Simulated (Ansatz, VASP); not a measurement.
# Two plane-wave programs on MgF2

```
CELL_PARAMETERS angstrom
4.69787 0.00000 0.00000
0.00000 4.69787 0.00000
0.00000 0.00000 3.09258
ATOMIC_POSITIONS crystal
Mg 0.00000 0.00000 0.00000
Mg 0.50000 0.50000 0.50000
F 0.30357 0.30357 0.00000
F 0.19643 0.80357 0.50000
F 0.69643 0.69643 0.00000
F 0.80357 0.19643 0.50000
```

Alike in both runs: functional PBE; k mesh 6 × 6 × 8; occupations gaussian, width 0.02 eV; no spin polarisation.

Ansatz relaxed the structure, and its values are those at the end. VASP's run is a single point on that final structure, the one shown.

|  | VASP | Ansatz |
| --- | --- | --- |
| version | VASP 6.6.1 | Ansatz 0.2.0 |
| potentials or method | VASP PAW PBE potentials, release 64 (Mg_sv, F), cutoff 840 eV | scalar-relativistic, plane waves, PAW |
| valence electrons in the cell | 48 | 48 |

Ansatz gave:

| Property | Result |
| --- | --- |
| gap on the k mesh at the Fermi level (eV) | 6.84 |
| least direct gap on the mesh (eV) | 6.84 |
| pressure (GPa) | 0.0 |
| rms of the force components (eV/Å) | 0.000 |

Estimate VASP's values.

gap on the k mesh at the Fermi level (eV): 6.82; least direct gap on the mesh (eV): 6.82; pressure (GPa): 0.0; rms of the force components (eV/Å): 0.004.
